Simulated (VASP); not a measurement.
# TaN (P-6m2) in VASP: further runs

TaN is run at these levels: PBEsol; tasks: single point.

Program: VASP 6.6.1. These are calculated values, not measurements. Logs are shortened: lines on timing, memory, paths and dates and some standing lists are left out, and cuts for length are marked.

### Step 1. The cell of the first run

Symmetry: P-6m2, No. 187, hexagonal system. Conventional cell: a = 2.844 Å, b = 2.844 Å, c = 2.792 Å, α = 90.00°, β = 90.00°, γ = 120.00°. Within 2.9 Å of Ta (site symmetry -6m2) lie 6 N at 2.16 Å and 8 Ta at 2.79 to 2.84 Å. N (site symmetry -6m2) has 6 Ta at 2.16 Å and 8 N at 2.79 to 2.84 Å within 2.9 Å.

### Step 2. Single point, PBEsol (9.78 Å³/atom)

Contents of INCAR:

```
SYSTEM = TaN
PREC     = Accurate       ! precision mode
ENCUT    = 700            ! plane-wave cutoff, eV
EDIFF    = 1E-6           ! SCF threshold, eV
ISMEAR   = 0              ! smearing method
SIGMA    = 0.15           ! smearing width, eV
LREAL    = .FALSE.        ! projectors in reciprocal space
LASPH    = .TRUE.         ! aspherical terms in the spheres
NELM     = 120            ! most SCF steps
ALGO     = Normal         ! electronic algorithm
ISIF     = 2              ! what is computed and relaxed
LWAVE    = .FALSE.        ! write WAVECAR
LCHARG   = .FALSE.        ! write CHGCAR
GGA      = PS             ! functional
NBANDS   = 16             ! bands
GGA_COMPAT= .FALSE.
```

Contents of KPOINTS:

```
Automatic mesh
0
G
  21 21 18
  0 0 0
```

Contents of POSCAR:

```
TaN
1.0
    2.8438886533      0.0000000000      0.0000000000
   -1.4219443266      2.4628798193      0.0000000000
    0.0000000000      0.0000000000      2.7920566128
Ta N
1 1
Direct
    0.3333333333      0.6666666667      0.5000000000
    0.0000000000      0.0000000000      0.0000000000
```

Potentials or basis: VASP PAW PBE potentials, release 64 (Ta_sv_GW, N).

Launch:

```sh
> cat potpaw_PBE.64/Ta_sv_GW/POTCAR potpaw_PBE.64/N/POTCAR > POTCAR
> mpirun -np 1 vasp_std > vasp.out
```

OUTCAR:

```text
SYSTEM = TaN
   PREC = Accurate
   ENCUT = 700
   EDIFF = 1E-6
   ISMEAR = 0
   LREAL = .FALSE.
   LASPH = .TRUE.
   NELM = 120
   ISIF = 2
   GGA = PS

 ion  position               nearest neighbor table
   1  0.333  0.667  0.500-   2 2.16   2 2.16   2 2.16   2 2.16   2 2.16   2 2.16
   2  0.000  0.000  0.000-   1 2.16   1 2.16   1 2.16   1 2.16   1 2.16   1 2.16

  LATTYP: Found a hexagonal cell.
 ALAT       =     2.8438886533
 C/A-ratio  =     0.9817742370

  Lattice vectors:

 A1 = (   2.8438886533,   0.0000000000,   0.0000000000)
 A2 = (  -1.4219443266,   2.4628798193,   0.0000000000)
 A3 = (   0.0000000000,   0.0000000000,   2.7920566128)

Analysis of symmetry for initial positions (statically):
=====================================================================
 Subroutine PRICEL returns:
 Original cell was already a primitive cell.

 Routine SETGRP: Setting up the symmetry group for a
 hexagonal supercell.

 Subroutine GETGRP returns: Found 12 space group operations
 (whereof 12 operations were pure point group operations)
 out of a pool of 24 trial point group operations.

The static configuration has the point symmetry D_3h.

Analysis of symmetry for dynamics (positions and initial velocities):
=====================================================================
 Subroutine PRICEL returns:
 Original cell was already a primitive cell.

 Routine SETGRP: Setting up the symmetry group for a
 hexagonal supercell.

 Subroutine GETGRP returns: Found 12 space group operations
 (whereof 12 operations were pure point group operations)
 out of a pool of 24 trial point group operations.

The dynamic configuration has the point symmetry D_3h.

 Subroutine INISYM returns: Found 12 space group operations
 (whereof 12 operations are pure point group operations),
 and found     1 'primitive' translations

----------------------------------------------------------------------------------------

                                     Primitive cell

  volume of cell :      19.5560

  direct lattice vectors                    reciprocal lattice vectors
     2.843888653  0.000000000  0.000000000     0.351631207  0.203014372  0.000000000
    -1.421944327  2.462879819  0.000000000     0.000000000  0.406028744  0.000000000
     0.000000000  0.000000000  2.792056613     0.000000000  0.000000000  0.358158927

  length of vectors
     2.843888653  2.843888653  2.792056613     0.406028744  0.406028744  0.358158927

  position of ions in fractional coordinates (direct lattice)
     0.333333333  0.666666667  0.500000000
     0.000000000  0.000000000  0.000000000

  ion indices of the primitive-cell ions
   primitive index   ion index
                 1           1
                 2           2

----------------------------------------------------------------------------------------

 KPOINTS: Automatic mesh

Automatic generation of k-mesh.
 Grid dimensions read from file:
 generate k-points for:   21   21   18

 Generating k-lattice:

  Cartesian coordinates                     Fractional coordinates (reciprocal lattice)
     0.016744343  0.009667351  0.000000000     0.047619048  0.000000000  0.000000000
     0.000000000  0.019334702  0.000000000     0.000000000  0.047619048  0.000000000
     0.000000000  0.000000000  0.019897718     0.000000000  0.000000000  0.055555556

  Length of vectors
     0.019334702  0.019334702  0.019897718

  Shift w.r.t. Gamma in fractional coordinates (k-lattice)
     0.000000000  0.000000000  0.000000000

 Subroutine IBZKPT returns following result:
 ===========================================

 Found    480 irreducible k-points:

 Following reciprocal coordinates:
            Coordinates               Weight
  0.000000  0.000000  0.000000      1.000000
  0.047619  0.000000  0.000000      6.000000
  0.095238 -0.000000  0.000000      6.000000
  0.142857  0.000000  0.000000      6.000000
  0.190476 -0.000000  0.000000      6.000000
  0.238095  0.000000  0.000000      6.000000
[... 16 lines left out ...]
  0.142857  0.095238  0.000000     12.000000
  0.190476  0.095238  0.000000     12.000000
 [... further k-points ...]
   k-points           NKPTS =    480   k-points in BZ     NKDIM =    480   number of bands    NBANDS=     16
   number of dos      NEDOS =    301   number of ions     NIONS =      2
   total plane-waves  NPLWV =  18816
   dimension x,y,z NGX =    28 NGY =   28 NGZ =   24
   dimension x,y,z NGXF=    56 NGYF=   56 NGZF=   48
   ions per type =               1   1
   NGX,Y,Z   is equivalent  to a cutoff of  16.37, 16.37, 14.29 a.u.
   NGXF,Y,Z  is equivalent  to a cutoff of  32.74, 32.74, 28.58 a.u.
 SYSTEM =  TaN
   PREC   = accura    normal or accurate (medium, high low for compatibility)
   ISTART =      0    job   : 0-new  1-cont  2-samecut
   ICHARG =      2    charge: 1-file 2-atom 10-const
   ISPIN  =      1    spin polarized calculation?
   LNONCOLLINEAR =      F non collinear calculations
   LSORBIT =      F    spin-orbit coupling
   LASPH  =      T    aspherical Exc in radial PAW
   ENCUT  =  700.0 eV  51.45 Ry    7.17 a.u.   6.14  6.14  6.02*2*pi/ulx,y,z
   NELM   =    120;   NELMIN=  2; NELMDL= -5     # of ELM steps
   EDIFF  = 0.1E-05   stopping-criterion for ELM
   LREAL  =      F    real-space projection
   EDIFFG = 0.1E-04   stopping-criterion for IOM
   NSW    =      0    number of steps for IOM
   IBRION =     -1    ionic relax: 0-MD 1-quasi-New 2-CG
   NFREE  =      0    steps in history (QN), initial steepest desc. (CG)
   ISIF   =      2    stress and relaxation
   ISYM   =      2    0-nonsym 1-usesym 2-fastsym
   POTIM  = 0.5000    time-step for ionic-motion
   TEBEG  =    0.0;   TEEND  =   0.0 temperature during run
   PSTRESS=    0.0 pullay stress
   NELECT =      18.0000    total number of electrons
   NUPDOWN=      -1.0000    fix difference up-down
   EMIN   =  10.00;   EMAX   =-10.00  energy-range for DOS
   EFERMI =   0.00;   METHOD = LEGACY
   ISMEAR =     0;   SIGMA  =   0.15  broadening in eV -4-tet -1-fermi 0-gaus
   EFERMI_NEDOS =   21; number of points for ismear=-14 and -15
   IALGO  =     38    algorithm
   IMIX   =      4    mixing-type and parameters
     AMIX     =   0.40;   BMIX     =  1.00
     AMIX_MAG =   1.60;   BMIX_MAG =  1.00
  volume/ion in A,a.u.               =       9.78        65.99
  Fermi-wavevector in a.u.,A,eV,Ry     =   1.592474  3.009339 34.504009  2.535973
  Thomas-Fermi vector in A             =   2.690854
   LORBIT       =      0    0 simple, 1 ext, 2 COOP (PROOUT), +10 PAW based schemes
   GGA     = PS    functional components
   LHFCALC =     F    Hartree Fock is set to
   AEXX    =    0.0000 exact exchange contribution
   IVDW    =     0    specifies the selected vdW correction
   LEPSILON=     F    determine dielectric tensor
   LRPA    =     F    only Hartree local field effects (RPA)
 non-spin polarized calculation
 Gauss-broadening in eV      SIGMA  =   0.15
  energy-cutoff  :      700.00
  volume of cell :       19.56
 maximum number of plane-waves:       846
 NGX is ok and might be reduce to    28
   NGX = 13   NGY = 13   NGZ = 13

 number of electron      18.0000002 magnetization

 Free energy of the ion-electron system (eV)
  ---------------------------------------------------
  ext. energy  EPLUGINS =         0.00000000
  ---------------------------------------------------
  free energy    TOTEN  =       -26.16021808 eV

  energy without entropy =      -26.15935489  energy(sigma->0) =      -26.15978648

 E-fermi :  13.7222     XC(G=0): -14.4415

 val. band max:       13.7076862127   @ k =   0.0476   0.0000   0.5000
 cond. band min:      13.7258452350   @ k =   0.0476   0.0000   0.4444
 fundamental gap:      0.0181590224
 Fermi energy:        13.7221791796

 k-point     1 :       0.0000    0.0000    0.0000
  band No.  band energies     occupation
      1     -54.4711      2.00000
      2     -20.7352      2.00000
      3     -20.4150      2.00000
      4     -20.4150      2.00000
      5      -4.7015      2.00000
      6       8.7488      2.00000
[... 8 lines left out ...]
     15      27.3731      0.00000
     16      30.7592      0.00000

 k-point     2 :       0.0476    0.0000    0.0000
  band No.  band energies     occupation
      1     -54.4684      2.00000
      2     -20.7306      2.00000
      3     -20.4512      2.00000
      4     -20.4224      2.00000
      5      -4.6439      2.00000
      6       8.5760      2.00000
[... 8 lines left out ...]
     15      27.3668      0.00000
     16      30.8667      0.00000

 k-point     3 :       0.0952   -0.0000    0.0000
  band No.  band energies     occupation
      1     -54.4608      2.00000
      2     -20.7173      2.00000
      3     -20.5556      2.00000
      4     -20.4441      2.00000
      5      -4.4764      2.00000
      6       8.1717      2.00000
[... 8 lines left out ...]
     15      27.3441      0.00000
     16      31.1735      0.00000

 k-point     4 :       0.1429    0.0000    0.0000
  band No.  band energies     occupation
      1     -54.4488      2.00000
      2     -20.7157      2.00000
      3     -20.6963      2.00000
      4     -20.4779      2.00000
      5      -4.2139      2.00000
      6       7.6420      2.00000
[... 8 lines left out ...]
     15      27.3197      0.00000
     16      31.6659      0.00000

 k-point     5 :       0.1905   -0.0000    0.0000
  band No.  band energies     occupation
      1     -54.4334      2.00000
      2     -20.9138      2.00000
      3     -20.6694      2.00000
      4     -20.5205      2.00000
      5      -3.8787      2.00000
      6       7.0686      2.00000
[... 8 lines left out ...]
     15      27.3461      0.00000
     16      31.8703      0.00000

 k-point     6 :       0.2381    0.0000    0.0000
  band No.  band energies     occupation
      1     -54.4161      2.00000
      2     -21.1299      2.00000
      3     -20.6390      2.00000
      4     -20.5680      2.00000
      5      -3.4979      2.00000
      6       6.5114      2.00000
[... 8 lines left out ...]
     15      27.4884      0.00000
     16      31.8969      0.00000
[... 267 lines left out ...]
 k-point    21 :       0.4762    0.0476    0.0000
  band No.  band energies     occupation
      1     -54.3509      2.00000
      2     -21.8639      2.00000
      3     -20.7618      2.00000
      4     -20.5235      2.00000
      5      -1.9856      2.00000
      6       4.9374      2.00000
[... 8 lines left out ...]
     15      26.3156      0.00000
     16      30.6602      0.00000

 k-point    22 :       0.0952    0.0952    0.0000
  band No.  band energies     occupation
      1     -54.4420      2.00000
      2     -20.7952      2.00000
      3     -20.6843      2.00000
      4     -20.5066      2.00000
      5      -4.0644      2.00000
      6       7.4008      2.00000
[... 8 lines left out ...]
     15      27.3420      0.00000
     16      31.7138      0.00000

 k-point    23 :       0.1429    0.0952    0.0000
  band No.  band energies     occupation
      1     -54.4273      2.00000
      2     -20.9723      2.00000
      3     -20.6586      2.00000
      4     -20.5579      2.00000
      5      -3.7412      2.00000
      6       6.9081      2.00000
[... 8 lines left out ...]
     15      27.4134      0.00000
     16      31.7946      0.00000

 k-point    24 :       0.1905    0.0952    0.0000
  band No.  band energies     occupation
      1     -54.4107      2.00000
      2     -21.1655      2.00000
      3     -20.6295      2.00000
      4     -20.6158      2.00000
      5      -3.3724      2.00000
      6       6.4220      2.00000
[... 8 lines left out ...]
     15      27.5890      0.00000
     16      31.8637      0.00000

 [... further k-points ...]

------------------------ aborting loop because EDIFF is reached ----------------------------------------

  FORCE on cell =-STRESS in cart. coord.  units (eV):
  Direction    XX          YY          ZZ          XY          YZ          ZX
  --------------------------------------------------------------------------------------
  -------------------------------------------------------------------------------------
  Total        4.2796074      4.2796074      4.8208755      0.0000000      0.0000000     -0.0000000
  in kB      350.6182200    350.6182200    394.9630504      0.0000000      0.0000000     -0.0000000
  external PRESSURE =     365.3998301 kB  Pullay stress =       0.0000000 kB

 VOLUME and BASIS-vectors are now :
 -----------------------------------------------------------------------------
  energy-cutoff  :      700.00
  volume of cell :       19.56
      direct lattice vectors                 reciprocal lattice vectors
     2.843888653  0.000000000  0.000000000     0.351631207  0.203014372  0.000000000
    -1.421944327  2.462879819  0.000000000     0.000000000  0.406028744  0.000000000
     0.000000000  0.000000000  2.792056613     0.000000000  0.000000000  0.358158927

 POSITION                                       TOTAL-FORCE (eV/Angst)
 -----------------------------------------------------------------------------------
     -0.00000      1.64192      1.39603         0.000000     -0.000000      0.000000
      0.00000      0.00000      0.00000        -0.000000      0.000000      0.000000
 -----------------------------------------------------------------------------------
    total drift:                                0.000000     -0.000000     -0.000000

  FREE ENERGIE OF THE ION-ELECTRON SYSTEM (eV)
  ---------------------------------------------------
  free  energy   TOTEN  =       -26.1602180766 eV

  energy  without entropy=      -26.1593548933  energy(sigma->0) =      -26.15978648
```

Run time: 94 s. Hardware: 1 thread of Intel Xeon 6975P-C (Granite Rapids), shared host; peak memory 0.37 GiB.

What came out:

```
Free energy            : -26.1602 eV
Pressure               : 36.5 GPa
Band gap on the k mesh : zero (bands 9 and 10 overlap by 0.35 eV)
```

Stress tensor (GPa, compression positive):
```
35.06  0.00  0.00
 0.00 35.06  0.00
 0.00  0.00 39.50
```

Levels at points of the mesh, in eV from the Fermi level:
```csv
k point,band 6,band 7,band 8,band 9,band 10,band 11,band 12,band 13
"(0.00, 0.00, 0.00)",-4.97,-4.97,-4.66,-2.98,2.97,4.09,4.09,4.60
"(0.00, 0.00, 0.50)",-9.94,-4.06,-4.06,-0.11,-0.11,2.75,3.61,3.61
```

Caveat: the cell stands under pressure; the PAW data sets were made with another functional, which shifts forces and pressure a little; spin-orbit coupling is left out, which moves the levels of the heavy elements.

### Step 3. Single point, PBEsol (10.20 Å³/atom)

This run uses another cell than the first one, of 10.20 Å³/atom.

Contents of INCAR:

```
SYSTEM = TaN
PREC = Accurate
ENCUT = 700
EDIFF = 1E-6
ISMEAR = 0
SIGMA = 0.15
LREAL = .FALSE.
LASPH = .TRUE.
NELM = 120
ALGO = Normal
ISIF = 2
LWAVE = .FALSE.
LCHARG = .TRUE.
GGA = PS
LELF = .TRUE.
LVHAR = .TRUE.
NBANDS = 16
GGA_COMPAT = .FALSE.
```

Contents of KPOINTS:

```
regular mesh
0
G
  21 21 18
  0 0 0
```

Contents of POSCAR:

```
TaN
1.0
    2.8462493896      0.0000000000      0.0000000000
   -1.4231246948      2.4649242769      0.0000000000
    0.0000000000      0.0000000000      2.9085822513
Ta N
1 1
Direct
    0.3333333333      0.6666666667      0.5000000000
    0.0000000000      0.0000000000      0.0000000000
```

Potentials or basis: VASP PAW PBE potentials, release 64 (Ta_sv_GW, N).

Launch:

```sh
> cat potpaw_PBE.64/Ta_sv_GW/POTCAR potpaw_PBE.64/N/POTCAR > POTCAR
> mpirun -np 1 vasp_std > vasp.out
```

Wall time 2.9 min (1 thread of Intel Xeon Platinum 8488C (Sapphire Rapids), shared host); peak memory 0.39 GiB.

It converged, with:

- Free energy: -26.2602 eV
- Pressure: 15.4 GPa
- Band gap on the k mesh: zero (bands 9 and 10 overlap by 0.42 eV)

Stress tensor (GPa, compression positive):
```
23.99  0.00  0.00
 0.00 23.99  0.00
 0.00  0.00 -1.89
```

Levels at points of the mesh, in eV from the Fermi level:
| k point | band 6 | band 7 | band 8 | band 9 | band 10 | band 11 | band 12 | band 13 |
| --- | --- | --- | --- | --- | --- | --- | --- | --- |
| (0.00, 0.00, 0.00) | -4.55 | -4.41 | -4.41 | -3.16 | 3.03 | 3.65 | 3.65 | 4.29 |
| (0.00, 0.00, 0.50) | -9.68 | -3.52 | -3.52 | -0.12 | -0.12 | 2.01 | 3.80 | 3.80 |

Caveat: the stress differs along the axes, from -2 to 24 GPa; the PAW data sets were made with another functional, which shifts forces and pressure a little; spin-orbit coupling is left out, which moves the levels of the heavy elements.

[end of part 1 of 2]

The gap in the log of VASP goes by the Fermi energy; the results here count the filled bands.